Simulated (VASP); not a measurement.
# HfBe2 (P6/mmm) in VASP: a series of runs

Runs on HfBe2. Level: LDA. Tasks: single point.

Program: VASP 6.6.1. These are calculated values, not measurements. Logs are shortened: lines on timing, memory, paths and dates and some standing lists are left out, and cuts for length are marked.

**1. The cell of the first run**

The structure is hexagonal, space group P6/mmm (No. 191). The conventional cell has a = 3.780 Å, b = 3.780 Å, c = 3.170 Å, α = 90.00°, β = 90.00°, γ = 120.00°. Hf (site symmetry 6/mmm) has 12 Be at 2.70 Å and 2 Hf at 3.17 Å within 3.6 Å. Within 2.9 Å of Be (site symmetry -6m2) lie 3 Be at 2.18 Å and 6 Hf at 2.70 Å.

**2. Single point, LDA**

File INCAR:

```
ALGO     = Normal         # electronic algorithm
EDIFF    = 1E-6           # SCF threshold, eV
ENCUT    = 520            # plane-wave cutoff, eV
GGA      = CA             # functional
ISIF     = 2              # what is computed and relaxed
ISMEAR   = -1             # smearing method
LASPH    = True           # aspherical terms in the spheres
LCHARG   = True           # write CHGCAR
LELF     = True           # ELF
LREAL    = False          # projectors in reciprocal space
LVHAR    = True         
LWAVE    = False          # write WAVECAR
NBANDS   = 14             # bands
NELM     = 60             # most SCF steps
PREC     = Accurate       # precision mode
SIGMA    = 0.05           # smearing width, eV
```

File KPOINTS:

```
k-points
0
Gamma
  9 9 9
```

File POSCAR:

```
HfBe2
1.0
    3.7795010000      0.0000000000      0.0000000000
   -1.8897505000      3.2731438796      0.0000000000
    0.0000000000      0.0000000000      3.1699580000
Hf Be
1 2
Direct
    0.0000000000      0.0000000000      0.0000000000
    0.3333333333      0.6666666667      0.5000000000
    0.6666666667      0.3333333333      0.5000000000
```

Potentials or basis: VASP PAW LDA potentials, release 64 (Hf_pv, Be).

Run with:

```bash
$ cat potpaw_LDA.64/Hf_pv/POTCAR potpaw_LDA.64/Be/POTCAR > POTCAR
$ mpirun -np 1 vasp_std > vasp.out
```

OUTCAR:

```text
EDIFF = 1E-6
   ENCUT = 520
   GGA = CA
   ISIF = 2
   ISMEAR = -1
   LASPH = True
   LREAL = False
   NELM = 60
   PREC = Accurate

 ion  position               nearest neighbor table
   1  0.000  0.000  0.000-   2 2.70   3 2.70   2 2.70   3 2.70   2 2.70   2 2.70   3 2.70   3 2.70
                             3 2.70   3 2.70   2 2.70   2 2.70
   2  0.333  0.667  0.500-   3 2.18   3 2.18   3 2.18   1 2.70   1 2.70   1 2.70   1 2.70   1 2.70
                             1 2.70
   3  0.667  0.333  0.500-   2 2.18   2 2.18   2 2.18   1 2.70   1 2.70   1 2.70   1 2.70   1 2.70
                             1 2.70

  LATTYP: Found a hexagonal cell.
 ALAT       =     3.7795010000
 C/A-ratio  =     0.8387239479

  Lattice vectors:

 A1 = (   3.7795010000,   0.0000000000,   0.0000000000)
 A2 = (  -1.8897505000,   3.2731438796,   0.0000000000)
 A3 = (   0.0000000000,   0.0000000000,   3.1699580000)

Analysis of symmetry for initial positions (statically):
=====================================================================
 Subroutine PRICEL returns:
 Original cell was already a primitive cell.

 Routine SETGRP: Setting up the symmetry group for a
 hexagonal supercell.

 Subroutine GETGRP returns: Found 24 space group operations
 (whereof 24 operations were pure point group operations)
 out of a pool of 24 trial point group operations.

The static configuration has the point symmetry D_6h.

Analysis of symmetry for dynamics (positions and initial velocities):
=====================================================================
 Subroutine PRICEL returns:
 Original cell was already a primitive cell.

 Routine SETGRP: Setting up the symmetry group for a
 hexagonal supercell.

 Subroutine GETGRP returns: Found 24 space group operations
 (whereof 24 operations were pure point group operations)
 out of a pool of 24 trial point group operations.

The dynamic configuration has the point symmetry D_6h.

 Subroutine INISYM returns: Found 24 space group operations
 (whereof 24 operations are pure point group operations),
 and found     1 'primitive' translations

----------------------------------------------------------------------------------------

                                     Primitive cell

  volume of cell :      39.2151

  direct lattice vectors                    reciprocal lattice vectors
     3.779501000  0.000000000  0.000000000     0.264585193  0.152758332  0.000000000
    -1.889750500  3.273143880  0.000000000     0.000000000  0.305516664  0.000000000
     0.000000000  0.000000000  3.169958000     0.000000000  0.000000000  0.315461593

  length of vectors
     3.779501000  3.779501000  3.169958000     0.305516664  0.305516664  0.315461593

  position of ions in fractional coordinates (direct lattice)
     0.000000000  0.000000000  0.000000000
     0.333333333  0.666666667  0.500000000
     0.666666667  0.333333333  0.500000000

  ion indices of the primitive-cell ions
   primitive index   ion index
                 1           1
                 2           2
                 3           3

----------------------------------------------------------------------------------------

 KPOINTS: k-points

Automatic generation of k-mesh.
 Grid dimensions read from file:
 generate k-points for:    9    9    9

 Generating k-lattice:

  Cartesian coordinates                     Fractional coordinates (reciprocal lattice)
     0.029398355  0.016973148  0.000000000     0.111111111 -0.000000000  0.000000000
     0.000000000  0.033946296  0.000000000     0.000000000  0.111111111  0.000000000
     0.000000000  0.000000000  0.035051288     0.000000000  0.000000000  0.111111111

  Length of vectors
     0.033946296  0.033946296  0.035051288

  Shift w.r.t. Gamma in fractional coordinates (k-lattice)
     0.000000000  0.000000000  0.000000000

 Subroutine IBZKPT returns following result:
 ===========================================

 Found     60 irreducible k-points:

 Following reciprocal coordinates:
            Coordinates               Weight
  0.000000  0.000000  0.000000      1.000000
  0.111111 -0.000000  0.000000      6.000000
  0.222222  0.000000  0.000000      6.000000
  0.333333  0.000000  0.000000      6.000000
  0.444444  0.000000  0.000000      6.000000
  0.111111  0.111111  0.000000      6.000000
[... 16 lines left out ...]
  0.333333  0.222222  0.111111     24.000000
  0.333333  0.333333  0.111111      4.000000
 [... further k-points ...]
   k-points           NKPTS =     60   k-points in BZ     NKDIM =     60   number of bands    NBANDS=     14
   number of dos      NEDOS =    301   number of ions     NIONS =      3
   total plane-waves  NPLWV =  18816
   dimension x,y,z NGX =    28 NGY =   28 NGZ =   24
   dimension x,y,z NGXF=    56 NGYF=   56 NGZF=   48
   ions per type =               1   2
   NGX,Y,Z   is equivalent  to a cutoff of  12.32, 12.32, 12.59 a.u.
   NGXF,Y,Z  is equivalent  to a cutoff of  24.63, 24.63, 25.17 a.u.
 SYSTEM =  unknown system
   PREC   = accura    normal or accurate (medium, high low for compatibility)
   ISTART =      0    job   : 0-new  1-cont  2-samecut
   ICHARG =      2    charge: 1-file 2-atom 10-const
   ISPIN  =      1    spin polarized calculation?
   LNONCOLLINEAR =      F non collinear calculations
   LSORBIT =      F    spin-orbit coupling
   LASPH  =      T    aspherical Exc in radial PAW
   ENCUT  =  520.0 eV  38.22 Ry    6.18 a.u.   7.03  7.03  5.89*2*pi/ulx,y,z
   NELM   =     60;   NELMIN=  2; NELMDL= -5     # of ELM steps
   EDIFF  = 0.1E-05   stopping-criterion for ELM
   LREAL  =      F    real-space projection
   EDIFFG = 0.1E-04   stopping-criterion for IOM
   NSW    =      0    number of steps for IOM
   IBRION =     -1    ionic relax: 0-MD 1-quasi-New 2-CG
   NFREE  =      0    steps in history (QN), initial steepest desc. (CG)
   ISIF   =      2    stress and relaxation
   ISYM   =      2    0-nonsym 1-usesym 2-fastsym
   POTIM  = 0.5000    time-step for ionic-motion
   TEBEG  =    0.0;   TEEND  =   0.0 temperature during run
   PSTRESS=    0.0 pullay stress
   NELECT =      14.0000    total number of electrons
   NUPDOWN=      -1.0000    fix difference up-down
   EMIN   =  10.00;   EMAX   =-10.00  energy-range for DOS
   EFERMI =   0.00;   METHOD = LEGACY
   ISMEAR =    -1;   SIGMA  =   0.05  broadening in eV -4-tet -1-fermi 0-gaus
   EFERMI_NEDOS =   21; number of points for ismear=-14 and -15
   IALGO  =     38    algorithm
   IMIX   =      4    mixing-type and parameters
     AMIX     =   0.40;   BMIX     =  1.00
     AMIX_MAG =   1.60;   BMIX_MAG =  1.00
  volume/ion in A,a.u.               =      13.07        88.21
  Fermi-wavevector in a.u.,A,eV,Ry     =   1.161359  2.194650 18.350922  1.348755
  Thomas-Fermi vector in A             =   2.297932
   LORBIT       =      0    0 simple, 1 ext, 2 COOP (PROOUT), +10 PAW based schemes
   GGA     = CA    functional components
   LHFCALC =     F    Hartree Fock is set to
   AEXX    =    0.0000 exact exchange contribution
   IVDW    =     0    specifies the selected vdW correction
   LEPSILON=     F    determine dielectric tensor
   LRPA    =     F    only Hartree local field effects (RPA)
 non-spin polarized calculation
  energy-cutoff  :      520.00
  volume of cell :       39.22
 maximum number of plane-waves:      1064
   NGX = 15   NGY = 15   NGZ = 11

 number of electron      13.9999998 magnetization

 Free energy of the ion-electron system (eV)
  ---------------------------------------------------
  ext. energy  EPLUGINS =         0.00000000
  ---------------------------------------------------
  free energy    TOTEN  =       -19.51033072 eV

  energy without entropy =      -19.49673506  energy(sigma->0) =      -19.50353289

 E-fermi :   4.3213     XC(G=0): -11.0169

 val. band max:        4.3206507238   @ k =   0.1111  -0.0000   0.3333
 cond. band min:       4.3558059974   @ k =   0.2222   0.1111   0.1111
 fundamental gap:      0.0351552736
 Fermi energy:         4.3213304993

 k-point     1 :       0.0000    0.0000    0.0000
  band No.  band energies     occupation
      1     -25.4262      2.00000
      2     -25.4262      2.00000
      3     -25.1444      2.00000
      4      -3.5809      2.00000
      5       3.2993      2.00000
      6       3.2993      2.00000
      7       3.9006      1.99956
      8       8.1581      0.00000
      9       8.8326      0.00000
     10       8.8326      0.00000
     11      10.0654      0.00000
     12      10.0654      0.00000
     13      10.5557      0.00000
     14      12.6631      0.00000

 k-point     2 :       0.1111   -0.0000    0.0000
  band No.  band energies     occupation
      1     -25.4403      2.00000
      2     -25.4297      2.00000
      3     -25.1429      2.00000
      4      -3.3931      2.00000
      5       2.9980      2.00000
      6       3.4206      2.00000
      7       3.9091      1.99947
      8       7.3902      0.00000
      9       8.7795      0.00000
     10       9.3970      0.00000
     11       9.6128      0.00000
     12       9.8084      0.00000
     13      11.1032      0.00000
     14      13.2970      0.00000

 k-point     3 :       0.2222    0.0000    0.0000
  band No.  band energies     occupation
      1     -25.4757      2.00000
      2     -25.4388      2.00000
      3     -25.1390      2.00000
      4      -2.8558      2.00000
      5       2.2831      2.00000
      6       3.7473      1.99998
      7       3.8742      1.99974
      8       6.6156      0.00000
      9       8.4558      0.00000
     10       8.6499      0.00000
     11       8.8767      0.00000
     12      11.0670      0.00000
     13      12.5121      0.00000
     14      14.0786      0.00000
[... 324 lines left out ...]
 k-point    23 :       0.3333    0.2222    0.1111
  band No.  band energies     occupation
      1     -25.5209      2.00000
      2     -25.4783      2.00000
      3     -25.1838      2.00000
      4      -0.4225      2.00000
      5       0.8060      2.00000
      6       1.8088      2.00000
      7       5.2845      0.00000
      8       5.7744      0.00000
      9       6.9320      0.00000
     10       8.0758      0.00000
     11       8.7924      0.00000
     12      12.8402      0.00000
     13      14.1002      0.00000
     14      14.9686      0.00000

 k-point    24 :       0.3333    0.3333    0.1111
  band No.  band energies     occupation
      1     -25.5040      2.00000
      2     -25.5040      2.00000
      3     -25.1830      2.00000
      4       0.5216      2.00000
      5       0.7342      2.00000
      6       0.7342      2.00000
      7       5.7151      0.00000
      8       5.7151      0.00000
      9       6.6138      0.00000
     10       8.3723      0.00000
     11       8.3723      0.00000
     12      14.1707      0.00000
     13      14.1707      0.00000
     14      14.2279      0.00000

 [... further k-points ...]

------------------------ aborting loop because EDIFF is reached ----------------------------------------

  FORCE on cell =-STRESS in cart. coord.  units (eV):
  Direction    XX          YY          ZZ          XY          YZ          ZX
  --------------------------------------------------------------------------------------
  -------------------------------------------------------------------------------------
  Total       -1.3187962     -1.3187962     -1.5493765      0.0000000     -0.0000000      0.0000000
  in kB      -53.8809453    -53.8809453    -63.3015710      0.0000000     -0.0000000      0.0000000
  external PRESSURE =     -57.0211538 kB  Pullay stress =       0.0000000 kB

 VOLUME and BASIS-vectors are now :
 -----------------------------------------------------------------------------
  energy-cutoff  :      520.00
  volume of cell :       39.22
      direct lattice vectors                 reciprocal lattice vectors
     3.779501000  0.000000000  0.000000000     0.264585193  0.152758332  0.000000000
    -1.889750500  3.273143880  0.000000000     0.000000000  0.305516664  0.000000000
     0.000000000  0.000000000  3.169958000     0.000000000  0.000000000  0.315461593

 POSITION                                       TOTAL-FORCE (eV/Angst)
 -----------------------------------------------------------------------------------
      0.00000      0.00000      0.00000        -0.000000      0.000000      0.000000
     -0.00000      2.18210      1.58498         0.000000     -0.000000      0.000000
      1.88975      1.09105      1.58498        -0.000000      0.000000      0.000000
 -----------------------------------------------------------------------------------
    total drift:                               -0.000000      0.000000      0.000000

  FREE ENERGIE OF THE ION-ELECTRON SYSTEM (eV)
  ---------------------------------------------------
  free  energy   TOTEN  =       -19.5103307222 eV

  energy  without entropy=      -19.4967350635  energy(sigma->0) =      -19.50353289
```

Wall time 12 s (1 thread of Intel Xeon 6975P-C (Granite Rapids), shared host); peak memory 0.15 GiB.

What came out:

* Free energy: -19.5103 eV
* Pressure: -5.7 GPa
* Band gap on the k mesh: zero (bands 7 and 8 overlap by 2.81 eV)

Caveat: the cell stands under tension; spin-orbit coupling is left out, which moves the levels of the heavy elements.

**3. Single point, LDA**

File INCAR:

```
PREC = Accurate
ENCUT = 520
EDIFF = 1E-6
ISMEAR = -1
SIGMA = 0.05
LREAL = False
LASPH = True
NELM = 80
ALGO = Normal
ISIF = 2
LWAVE = False
LCHARG = True
LELF = True
LVHAR = True
NBANDS = 14
```

File KPOINTS:

```
Automatic mesh
0
Gamma
  9 9 9
```

POSCAR is that of step 2.

Potentials or basis: VASP PAW LDA potentials, release 64 (Hf_pv, Be).

Run with:

```bash
$ cat potpaw_LDA.64/Hf_pv/POTCAR potpaw_LDA.64/Be/POTCAR > POTCAR
$ mpirun -np 1 vasp_std > vasp.out
```

Run time: 11 s. Hardware: 1 thread of Intel Xeon 6975P-C (Granite Rapids), shared host; peak memory 0.15 GiB.

The run converged. Its results:

| Quantity | Value |
| --- | --- |
| Free energy | -19.5103 eV |
| Pressure | -5.7 GPa |
| Band gap on the k mesh | zero (bands 7 and 8 overlap by 2.81 eV) |

Stress tensor (GPa, compression positive):
```
-5.39  0.00  0.00
 0.00 -5.39  0.00
 0.00  0.00 -6.33
```

Levels at points of the mesh, in eV from the Fermi level:
```csv
k point,band 4,band 5,band 6,band 7,band 8,band 9,band 10,band 11
"(0.00, 0.00, 0.00)",-7.90,-1.02,-1.02,-0.42,3.84,4.51,4.51,5.74
```

Caveat: the cell stands under tension; spin-orbit coupling is left out, which moves the levels of the heavy elements.
